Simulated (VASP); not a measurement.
# Ge (Imma) in VASP: further runs

Runs on Ge. Level: LDA. Tasks: single point.

Program: VASP 6.6.1. These are calculated values, not measurements. Logs are shortened: lines on timing, memory, paths and dates and some standing lists are left out, and cuts for length are marked.

## Step 1: The cell of the first run

It takes space group Imma (No. 74, orthorhombic). Conventional cell: a = 4.992 Å, b = 5.302 Å, c = 2.874 Å, α = 90.00°, β = 90.00°, γ = 90.00°. Ge (site symmetry mm2) has 8 Ge at 2.68 to 3.08 Å within 3.5 Å.

## Step 2: Single point, LDA

Contents of INCAR:

```
SYSTEM = Ge
  ALGO = Normal
  EDIFF = 1E-7
  ENCUT = 520
  GGA = CA
  ISIF = 2
  ISMEAR = -1
  LASPH = .True.
  LCHARG = .True.
  LELF = .True.
  LREAL = .False.
  LVHAR = .True.
  LWAVE = .False.
  NBANDS = 21
  NELM = 80
  PREC = Accurate
  SIGMA = 0.15
```

Contents of KPOINTS:

```
Automatic mesh
0
Gamma
  9 9 9
  0.5 0.5 0.5
```

Contents of POSCAR:

```
Ge
1.0
    3.9142559924      0.0000000030      0.0000000086
   -2.8592320955      2.6732362032      0.0000000077
   -0.3237519355     -1.4170343946      3.6343635183
Ge
2
Direct
    0.1859430000      0.9359430000      0.2500000000
    0.8140570000      0.0640570000      0.7500000000
```

Potentials or basis: VASP PAW LDA potentials, release 64 (Ge_d).

Run with:

```sh
cat potpaw_LDA.64/Ge_d/POTCAR > POTCAR
mpirun -np 1 vasp_std > vasp.out
```

OUTCAR:

```text
SYSTEM = Ge
   EDIFF = 1E-7
   ENCUT = 520
   GGA = CA
   ISIF = 2
   ISMEAR = -1
   LASPH = .True.
   LREAL = .False.
   NELM = 80
   PREC = Accurate

 ion  position               nearest neighbor table
   1  0.186  0.936  0.250-   2 2.68   2 2.68   2 2.72   2 2.72
   2  0.814  0.064  0.750-   1 2.68   1 2.68   1 2.72   1 2.72

  LATTYP: Found a body centered orthorhombic cell.
 ALAT       =     2.8738940894
 B/A-ratio  =     1.7369450546
 C/A-ratio  =     1.8447884144

  Lattice vectors:

 A1 = (  -2.8592320955,   2.6732362032,   0.0000000077)
 A2 = (  -0.7312719614,  -1.2562018116,  -3.6343635346)
 A3 = (  -0.3237519355,  -1.4170343946,   3.6343635183)

Analysis of symmetry for initial positions (statically):
=====================================================================
 Subroutine PRICEL returns:
 Original cell was already a primitive cell.

 Routine SETGRP: Setting up the symmetry group for a
 body centered orthorhombic supercell.

 Subroutine GETGRP returns: Found  8 space group operations
 (whereof  4 operations were pure point group operations)
 out of a pool of  8 trial point group operations.

The static configuration has the point symmetry C_2h.
 The point group associated with its full space group is D_2h.

Analysis of symmetry for dynamics (positions and initial velocities):
=====================================================================
 Subroutine PRICEL returns:
 Original cell was already a primitive cell.

 Routine SETGRP: Setting up the symmetry group for a
 body centered orthorhombic supercell.

 Subroutine GETGRP returns: Found  8 space group operations
 (whereof  4 operations were pure point group operations)
 out of a pool of  8 trial point group operations.

The dynamic configuration has the point symmetry C_2h.
 The point group associated with its full space group is D_2h.

 Subroutine INISYM returns: Found  8 space group operations
 (whereof  4 operations are pure point group operations),
 and found     1 'primitive' translations

----------------------------------------------------------------------------------------

                                     Primitive cell

  volume of cell :      38.0290

  direct lattice vectors                    reciprocal lattice vectors
     3.914255992  0.000000003  0.000000009     0.255476392  0.273251686  0.129298572
[... 75 lines left out ...]
   NGXF,Y,Z  is equivalent  to a cutoff of  25.48, 25.48, 25.48 a.u.
 SYSTEM =  Ge
   PREC   = accura    normal or accurate (medium, high low for compatibility)
   ISTART =      0    job   : 0-new  1-cont  2-samecut
   ICHARG =      2    charge: 1-file 2-atom 10-const
   ISPIN  =      1    spin polarized calculation?
   LNONCOLLINEAR =      F non collinear calculations
   LSORBIT =      F    spin-orbit coupling
   LASPH  =      T    aspherical Exc in radial PAW
   ENCUT  =  520.0 eV  38.22 Ry    6.18 a.u.   7.28  7.28  7.28*2*pi/ulx,y,z
   NELM   =     80;   NELMIN=  2; NELMDL= -5     # of ELM steps
   EDIFF  = 0.1E-06   stopping-criterion for ELM
   LREAL  =      F    real-space projection
   EDIFFG = 0.1E-05   stopping-criterion for IOM
   NSW    =      0    number of steps for IOM
   IBRION =     -1    ionic relax: 0-MD 1-quasi-New 2-CG
   NFREE  =      0    steps in history (QN), initial steepest desc. (CG)
   ISIF   =      2    stress and relaxation
   ISYM   =      2    0-nonsym 1-usesym 2-fastsym
   POTIM  = 0.5000    time-step for ionic-motion
   TEBEG  =    0.0;   TEEND  =   0.0 temperature during run
   PSTRESS=    0.0 pullay stress
   NELECT =      28.0000    total number of electrons
   NUPDOWN=      -1.0000    fix difference up-down
   EMIN   =  10.00;   EMAX   =-10.00  energy-range for DOS
   EFERMI =   0.00;   METHOD = LEGACY
   ISMEAR =    -1;   SIGMA  =   0.15  broadening in eV -4-tet -1-fermi 0-gaus
   EFERMI_NEDOS =   21; number of points for ismear=-14 and -15
   IALGO  =     38    algorithm
   IMIX   =      4    mixing-type and parameters
     AMIX     =   0.40;   BMIX     =  1.00
     AMIX_MAG =   1.60;   BMIX_MAG =  1.00
  volume/ion in A,a.u.               =      19.01       128.32
  Fermi-wavevector in a.u.,A,eV,Ry     =   1.478277  2.793539 29.732857  2.185303
  Thomas-Fermi vector in A             =   2.592578
   LORBIT       =      0    0 simple, 1 ext, 2 COOP (PROOUT), +10 PAW based schemes
   GGA     = CA    functional components
   LHFCALC =     F    Hartree Fock is set to
   AEXX    =    0.0000 exact exchange contribution
   IVDW    =     0    specifies the selected vdW correction
   LEPSILON=     F    determine dielectric tensor
   LRPA    =     F    only Hartree local field effects (RPA)
 non-spin polarized calculation
  energy-cutoff  :      520.00
  volume of cell :       38.03
 maximum number of plane-waves:      1045
 NGX is ok and might be reduce to    30
   NGX = 15   NGY = 15   NGZ = 15

 number of electron      28.0000014 magnetization

 Free energy of the ion-electron system (eV)
  ---------------------------------------------------
  ext. energy  EPLUGINS =         0.00000000
  ---------------------------------------------------
  free energy    TOTEN  =       -10.01043529 eV

  energy without entropy =       -9.95093130  energy(sigma->0) =       -9.98068329

 E-fermi :   6.2304     XC(G=0): -11.4751

 val. band max:        6.2149477057   @ k =  -0.3889   0.3889   0.1667
 cond. band min:       6.2332035661   @ k =  -0.1667   0.3889   0.0556
 fundamental gap:      0.0182558604
 Fermi energy:         6.2303762419

 k-point     1 :       0.0556    0.0556    0.0556
  band No.  band energies     occupation
      1     -18.5690      2.00000
      2     -18.4920      2.00000
      3     -18.4899      2.00000
      4     -18.4882      2.00000
      5     -18.4548      2.00000
      6     -18.4288      2.00000
[... 565 lines left out ...]
     20      16.3850      0.00000
     21      18.3230      0.00000

 [... further k-points ...]
[... 5 lines left out ...]
  --------------------------------------------------------------------------------------
  -------------------------------------------------------------------------------------
  Total       -1.0265198     -0.7726117     -1.0729676      0.1186955      0.0012081     -0.0030612
  in kB      -43.2476962    -32.5504475    -45.2045637      5.0006910      0.0508990     -0.1289683
  external PRESSURE =     -40.3342358 kB  Pullay stress =       0.0000000 kB

 VOLUME and BASIS-vectors are now :
 -----------------------------------------------------------------------------
  energy-cutoff  :      520.00
  volume of cell :       38.03
      direct lattice vectors                 reciprocal lattice vectors
     3.914255992  0.000000003  0.000000009     0.255476392  0.273251686  0.129298572
    -2.859232095  2.673236203  0.000000008    -0.000000001  0.374078428  0.145852773
    -0.323751935 -1.417034395  3.634363518    -0.000000001 -0.000000001  0.275151342

 POSITION                                       TOTAL-FORCE (eV/Angst)
 -----------------------------------------------------------------------------------
     -2.02919      2.14774      0.90859        -0.020561     -0.052098     -0.000000
      2.76046     -0.89154      2.72577         0.020561      0.052098      0.000000
 -----------------------------------------------------------------------------------
    total drift:                               -0.000000     -0.000000      0.000000

  FREE ENERGIE OF THE ION-ELECTRON SYSTEM (eV)
  ---------------------------------------------------
  free  energy   TOTEN  =       -10.0104352871 eV

  energy  without entropy=       -9.9509313007  energy(sigma->0) =       -9.98068329
```

OSZICAR:

```text
N       E                     dE             d eps       ncg     rms          rms(c)
DAV:   1     0.175562828640E+03    0.17556E+03   -0.14240E+04  5971   0.372E+03
DAV:   2     0.137082303328E+02   -0.16185E+03   -0.15716E+03  5270   0.590E+02
DAV:   3    -0.937637628549E+01   -0.23085E+02   -0.22906E+02  6020   0.132E+02
DAV:   4    -0.100379946783E+02   -0.66162E+00   -0.66112E+00  5818   0.257E+01
DAV:   5    -0.100478913555E+02   -0.98967E-02   -0.98964E-02  6019   0.344E+00    0.206E+00
DAV:   6    -0.100218425664E+02    0.26049E-01   -0.22051E-02  7061   0.236E+00    0.113E+00
DAV:   7    -0.100107862097E+02    0.11056E-01   -0.13850E-02  7160   0.159E+00    0.109E-01
DAV:   8    -0.100104371930E+02    0.34902E-03   -0.19204E-03  6498   0.767E-01    0.400E-02
DAV:   9    -0.100104354082E+02    0.17848E-05   -0.47171E-05  6367   0.855E-02    0.979E-03
DAV:  10    -0.100104353115E+02    0.96716E-07   -0.33489E-06  7063   0.241E-02    0.249E-03
DAV:  11    -0.100104352871E+02    0.24470E-07   -0.10678E-07  4285   0.424E-03
   1 F= -.10010435E+02 E0= -.99806833E+01  d E =-.595040E-01
```

Wall time 1.9 min (1 thread of Intel Xeon Platinum 8375C at 2.90GHz (Ice Lake), shared host); peak memory 0.2 GiB.

What came out:

| Item | Value |
| --- | --- |
| Free energy | -10.0104 eV |
| Pressure | -4.0 GPa |
| Largest force | 0.056 eV/Å |
| Band gap on the k mesh | zero (band 14 reaches 8.21 eV, above the bottom of band 15 at 3.05 eV) |

Forces on the atoms (eV/Å):
```
Ge  -0.021 -0.052  0.000
Ge   0.021  0.052  0.000
```

Levels at points of the mesh, in eV from the Fermi level:
```tsv
k point	band 12	band 13	band 14	band 15	band 16	band 17
(0.50, 0.50, 0.50)	-8.24	-5.78	-5.53	4.38	6.89	10.60
```

## Step 3: Single point, LDA

Contents of INCAR:

```
PREC = Accurate
ENCUT = 520
EDIFF = 1E-7
ISMEAR = -1
SIGMA = 0.15
LREAL = F
LASPH = T
NELM = 60
ALGO = Normal
ISIF = 2
LWAVE = F
LCHARG = F
NBANDS = 21
```

KPOINTS is that of step 2.

POSCAR is that of step 2.

Potentials or basis: VASP PAW LDA potentials, release 64 (Ge_d).

Run with:

```sh
cat potpaw_LDA.64/Ge_d/POTCAR > POTCAR
mpirun -np 1 vasp_std > vasp.out
```

It took 1.9 min on 1 thread of Intel Xeon Platinum 8375C at 2.90GHz (Ice Lake), shared host; peak memory 0.2 GiB.

It converged, with:

```
Free energy            : -10.0104 eV
Pressure               : -4.0 GPa
Largest force          : 0.056 eV/Å
Band gap on the k mesh : zero (band 14 reaches 8.21 eV, above the bottom of band 15 at 3.05 eV)
```

Forces on the atoms (eV/Å):
```
Ge  -0.021 -0.052  0.000
Ge   0.021  0.052  0.000
```

Stress tensor (GPa, compression positive):
```
-4.32  0.50 -0.01
 0.50 -3.26  0.01
-0.01  0.01 -4.52
```

Levels at points of the mesh, in eV from the Fermi level:
| k point | band 11 | band 12 | band 13 | band 14 | band 15 | band 16 | band 17 | band 18 |
| --- | --- | --- | --- | --- | --- | --- | --- | --- |
| (0.50, 0.50, 0.50) | -9.10 | -8.24 | -5.78 | -5.53 | 4.38 | 6.89 | 10.60 | 11.13 |
